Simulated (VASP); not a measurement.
Here is a VASP 6.6.1 calculation.

Contents of INCAR:

```
SYSTEM = NaH3
ALGO = Normal
EDIFF = 1E-6
EDIFFG = -0.01
ENCUT = 600
GGA = PE
IBRION = 2
ISIF = 3
ISMEAR = 0
LASPH = .TRUE.
LCHARG = .FALSE.
LREAL = .FALSE.
LWAVE = .FALSE.
NELM = 100
NSW = 100
PREC = Accurate
SIGMA = 0.1
```

The input KPOINTS:

```
k-points
0
G
  12 12 10
  0 0 0
```

The input POSCAR:

```
NaH3
1.0
    4.8719652260      0.0000000000      0.0000000000
   -2.4359826130      4.2192456520      0.0000000000
    0.0000000000      0.0000000000      3.6067443727
Na H
2 6
Direct
    0.3333333333      0.6666666667      0.2500000000
    0.6666666667      0.3333333333      0.7500000000
    0.9209199889      0.8418399778      0.2500000000
    0.0790800111      0.9209199889      0.7500000000
    0.1581600222      0.0790800111      0.2500000000
    0.0790800111      0.1581600222      0.7500000000
    0.9209199889      0.0790800111      0.2500000000
    0.8418399778      0.9209199889      0.7500000000
```

Potentials or basis: VASP PAW PBE potentials, release 64 (Na_pv, H).

Run with:

```sh
$ cat potpaw_PBE.64/Na_pv/POTCAR potpaw_PBE.64/H/POTCAR > POTCAR
$ mpirun -np 1 vasp_std > vasp.out
```

Q: Predict the band gap on the k mesh.

A: Zero (band 10 reaches 2.11 eV, above the bottom of band 11 at 0.90 eV).

Final structure:
```cif
data_structure
_symmetry_space_group_name_H-M 'P 1'
_symmetry_Int_Tables_number 1
_cell_length_a 4.8720
_cell_length_b 4.8720
_cell_length_c 3.6067
_cell_angle_alpha 90.000
_cell_angle_beta 90.000
_cell_angle_gamma 120.000
_cell_volume 74.14
loop_
_atom_site_label
_atom_site_type_symbol
_atom_site_fract_x
_atom_site_fract_y
_atom_site_fract_z
_atom_site_occupancy
Na1 Na 0.33333 0.66667 0.25000 1
Na2 Na 0.66667 0.33333 0.75000 1
H1 H 0.92092 0.84184 0.25000 1
H2 H 0.07908 0.92092 0.75000 1
H3 H 0.15816 0.07908 0.25000 1
H4 H 0.07908 0.15816 0.75000 1
H5 H 0.92092 0.07908 0.25000 1
H6 H 0.84184 0.92092 0.75000 1
```

Caveat: the relaxation stopped at its first step, so nothing moved.
